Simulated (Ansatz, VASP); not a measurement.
# Two plane-wave programs on Zn

File INCAR:

```
  PREC = Accurate
  ENCUT = 600
  EDIFF = 1E-6
  ISMEAR = 0
  SIGMA = 0.05
  LREAL = False
  LASPH = True
  NELM = 80
  ALGO = Normal
  ISIF = 3
  LWAVE = False
  LCHARG = False
  IBRION = 2
  NSW = 50
  EDIFFG = -0.01
```

Contents of KPOINTS:

```
Automatic mesh
0
Gamma
  18 18 10
```

File POSCAR:

```
Zn
1.0
    2.5528907685      0.0000000000      0.0000000000
   -1.2764453843      2.2108682586      0.0000000000
    0.0000000000      0.0000000000      4.8432601927
Zn
2
Direct
    0.3333333333      0.6666666667      0.7500000000
    0.6666666667      0.3333333333      0.2500000000
```

Input for Ansatz:

```yaml
crystal:
  lattice:
    - [2.5528907685, 0.0, 0.0]
    - [-1.2764453843, 2.2108682586, 0.0]
    - [0.0, 0.0, 4.8432601927]
  atoms:
    - { symbol: Zn, position: [0.3333333333, 0.6666666667, 0.75] }
    - { symbol: Zn, position: [0.6666666667, 0.3333333333, 0.25] }
basis:
  ecutwfc: 600
  ecutrho_ratio: 5
kpoints:
  mp_grid: { grid: [18, 18, 10] }
hamiltonian:
  xc: lda
scf:
  occupations: { method: gaussian, width: 0.05 }
output:
  forces: true
  stress: true
  eigenvalues: true
relax:
  f_tol: 0.01
  max_steps: 30
  cell: { stress_tol: 0.1 }
```

Alike in both runs: task relaxation of cell and atoms; functional LDA; k mesh 18 × 18 × 10; occupations gaussian, width 0.05 eV; no spin polarisation.

|  | VASP | Ansatz |
| --- | --- | --- |
| version | VASP 6.6.1 | Ansatz 0.2.0 |
| potentials or method | VASP PAW LDA potentials, release 64 (Zn), cutoff 600 eV | scalar-relativistic, plane waves, PAW |
| valence electrons in the cell | 24 | 24 |

Ansatz gave:

- relaxed volume (Å³/atom): 13.67
- relaxed length of the cell vector where the two differ most in proportion (Å): 2.552

Q: What did VASP give for the same quantities?

A: Relaxed volume (Å³/atom): 13.74; relaxed length of the cell vector where the two differ most in proportion (Å): 2.558.

LDA's correlation is that of Perdew and Zunger in VASP and of Perdew and Wang (1992) in Ansatz.
